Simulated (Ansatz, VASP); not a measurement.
One calculation of ZrSi2, two programs

File INCAR:

```
PREC = Accurate
ENCUT = 600
EDIFF = 1E-6
ISMEAR = 0
SIGMA = 0.1
LREAL = False
LASPH = True
NELM = 80
ALGO = Normal
ISIF = 3
LWAVE = False
LCHARG = False
GGA = PE
IBRION = 2
NSW = 100
EDIFFG = -0.01
```

Contents of KPOINTS:

```
Automatic mesh
0
Gamma
  16 16 16
```

File POSCAR:

```
ZrSi2
1.0
   -1.6403277624      1.6403277624      4.5886673560
    1.6403277624     -1.6403277624      4.5886673560
    1.6403277624      1.6403277624     -4.5886673560
Zr Si
1 2
Direct
    0.5000000000      0.5000000000      0.0000000000
    0.1905220425      0.1905220425      0.0000000000
    0.8094779575      0.8094779575      0.0000000000
```

Input for Ansatz:

```yaml
crystal:
  lattice:
    - [-1.6403277624, 1.6403277624, 4.588667356]
    - [1.6403277624, -1.6403277624, 4.588667356]
    - [1.6403277624, 1.6403277624, -4.588667356]
  atoms:
    - { symbol: Zr, position: [0.5, 0.5, 0.0] }
    - { symbol: Si, position: [0.1905220425, 0.1905220425, 0.0] }
    - { symbol: Si, position: [0.8094779575, 0.8094779575, 0.0] }
basis:
  ecutwfc: 420
kpoints:
  mp_grid: { grid: [16, 16, 16] }
hamiltonian:
  xc: pbe
scf:
  occupations: { method: gaussian, width: 0.1 }
output:
  forces: true
  stress: true
  eigenvalues: true
relax:
  adjacent_minimum: "off"
  f_tol: 0.01
  max_steps: 80
  cell: { stress_tol: 0.05 }
```

Change from the starting cell: species swapped into the VAu2 type (Cmcm, No. 63).

Alike in both runs: task relaxation of cell and atoms; functional PBE; k mesh 16 × 16 × 16; occupations gaussian, width 0.1 eV; no spin polarisation.

|  | VASP | Ansatz |
| --- | --- | --- |
| version | VASP 6.6.1 | Ansatz 0.2.0 |
| potentials or method | VASP PAW PBE potentials, release 64 (Zr_sv, Si), cutoff 600 eV | scalar-relativistic, plane waves, PAW |
| valence electrons in the cell | 20 | 20 |

```csv
,VASP,Ansatz,Ansatz less VASP
"gap on the k mesh at the Fermi level, each at its own relaxed structure (eV)",none,none,-
relaxed volume (Å³/atom),16.52,16.52,-0.006
relaxed cell length with the largest relative difference (Å),5.142,5.142,+0.0004
```

A gap of «none» marks a metal or a gap that the smearing closes.
